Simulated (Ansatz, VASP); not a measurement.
# CaO: VASP beside Ansatz

The input INCAR:

```
SYSTEM = CaO
PREC = Accurate
ENCUT = 520
EDIFF = 1E-6
ISMEAR = 0
SIGMA = 0.01
LREAL = .False.
LASPH = .True.
NELM = 60
ALGO = Normal
ISIF = 2
LWAVE = .False.
LCHARG = .False.
GGA = PE
NBANDS = 15
```

Contents of KPOINTS:

```
Automatic mesh
0
Gamma
  8 8 8
  0 0 0
```

File POSCAR:

```
CaO
1.0
    0.0000000000      2.6472778057      2.6472778057
    2.6472778057      0.0000000000      2.6472778057
    2.6472778057      2.6472778057      0.0000000000
Ca O
1 1
Direct
    0.0000000000      0.0000000000      0.0000000000
    0.2500000000      0.2500000000      0.2500000000
```

Input for Ansatz:

```yaml
crystal:
  lattice:
    - [0.0, 2.6472778057, 2.6472778057]
    - [2.6472778057, 0.0, 2.6472778057]
    - [2.6472778057, 2.6472778057, 0.0]
  atoms:
    - { symbol: Ca, position: [0.0, 0.0, 0.0] }
    - { symbol: O, position: [0.25, 0.25, 0.25] }
kpoints:
  mp_grid: { grid: [8, 8, 8] }
hamiltonian:
  xc: pbe
scf:
  occupations: { method: fixed }
  n_extra_bands: 4
output:
  forces: true
  stress: true
  eigenvalues: true
```

Alike in both runs: task single point; functional PBE; k mesh 8 × 8 × 8; no spin polarisation.

|  | VASP | Ansatz |
| --- | --- | --- |
| version | VASP 6.6.1 | Ansatz 0.2.0 |
| potentials or method | VASP PAW PBE potentials, release 64 (Ca_sv, O) | plane waves, PAW |
| plane-wave cutoff (eV) | 520 | 420 |
| occupations | gaussian, width 0.01 eV | fixed |
| valence electrons in the cell | 16 | 16 |

```csv
,VASP,Ansatz,Ansatz less VASP
gap on the k mesh at the Fermi level (eV),3.17,3.18,+0.007
pressure (GPa),-1.7,-2.1,-0.39
```
